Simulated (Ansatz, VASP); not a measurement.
# One calculation of Li, two programs

Contents of POSCAR:

```
Li
1.0
    4.5043746094      0.0000000000      0.0000000000
    0.0000000000      4.5043746094      0.0000000000
    0.0000000000      0.0000000000      4.5043746094
Li
4
Direct
    0.9069710757      0.0930289243      0.5930289243
    0.4069710757      0.4069710757      0.4069710757
    0.0930289243      0.5930289243      0.9069710757
    0.5930289243      0.9069710757      0.0930289243
```

File INCAR.step1:

```
SYSTEM = Li
ALGO     = Normal         ! electronic algorithm
EDIFF    = 1E-4           ! SCF threshold, eV
ENCUT    = 520            ! plane-wave cutoff, eV
GGA      = PE             ! functional
ISMEAR   = 0              ! smearing method
LASPH    = .True.         ! aspherical terms in the spheres
LCHARG   = .False.        ! write CHGCAR
LREAL    = .False.        ! projectors in reciprocal space
LWAVE    = .True.         ! write WAVECAR
NBANDS   = 14             ! bands
NELM     = 100            ! most SCF steps
PREC     = Accurate       ! precision mode
SIGMA    = 0.1            ! smearing width, eV
```

The input INCAR.step2:

```
SYSTEM = Li
ALGO     = Normal         ! electronic algorithm
EDIFF    = 1E-6           ! SCF threshold, eV
ENCUT    = 520            ! plane-wave cutoff, eV
ISIF     = 2              ! what is computed and relaxed
ISMEAR   = 0              ! smearing method
ISTART   = 1            
LASPH    = .True.         ! aspherical terms in the spheres
LCHARG   = .False.        ! write CHGCAR
LMIXTAU  = .True.       
LREAL    = .False.        ! projectors in reciprocal space
LWAVE    = .False.        ! write WAVECAR
METAGGA  = R2SCAN         ! meta-GGA
NBANDS   = 14             ! bands
NELM     = 100            ! most SCF steps
PREC     = Accurate       ! precision mode
SIGMA    = 0.1            ! smearing width, eV
```

KPOINTS

```
k-points
0
Gamma
  10 10 10
  0 0 0
```

Input for Ansatz:

```yaml
crystal:
  lattice:
    - [4.5043746094, 0.0, 0.0]
    - [0.0, 4.5043746094, 0.0]
    - [0.0, 0.0, 4.5043746094]
  atoms:
    - { symbol: Li, position: [0.9069710757, 0.0930289243, 0.5930289243] }
    - { symbol: Li, position: [0.4069710757, 0.4069710757, 0.4069710757] }
    - { symbol: Li, position: [0.0930289243, 0.5930289243, 0.9069710757] }
    - { symbol: Li, position: [0.5930289243, 0.9069710757, 0.0930289243] }
basis:
  ecutwfc: 500
kpoints:
  mp_grid: { grid: [10, 10, 10] }
hamiltonian:
  xc: r2scan
scf:
  occupations: { method: gaussian, width: 0.1 }
output:
  forces: true
  stress: true
  eigenvalues: true
```

Alike in both runs: task single point; functional r2SCAN; k mesh 10 × 10 × 10; occupations gaussian, width 0.1 eV; no spin polarisation.

|  | VASP | Ansatz |
| --- | --- | --- |
| version | VASP 6.6.1 | Ansatz 0.2.0 |
| potentials or method | VASP PAW PBE potentials, release 64 (Li_sv), cutoff 520 eV | scalar-relativistic, plane waves, PAW |
| valence electrons in the cell | 12 | 12 |

```tsv
	VASP	Ansatz	Ansatz less VASP
gap on the k mesh at the Fermi level (eV)	none	none	-
rms of the force components (eV/Å)	0.155	0.181	+0.0260
```

VASP's potentials were made for PBE, not for r2SCAN. Atom by atom the forces differ by 0.026 eV/Å (rms over components). A gap of «none» marks a metal or a gap that the smearing closes.

Noted on VASP's run: the cutoff is short for stress, so the pressure is rough.
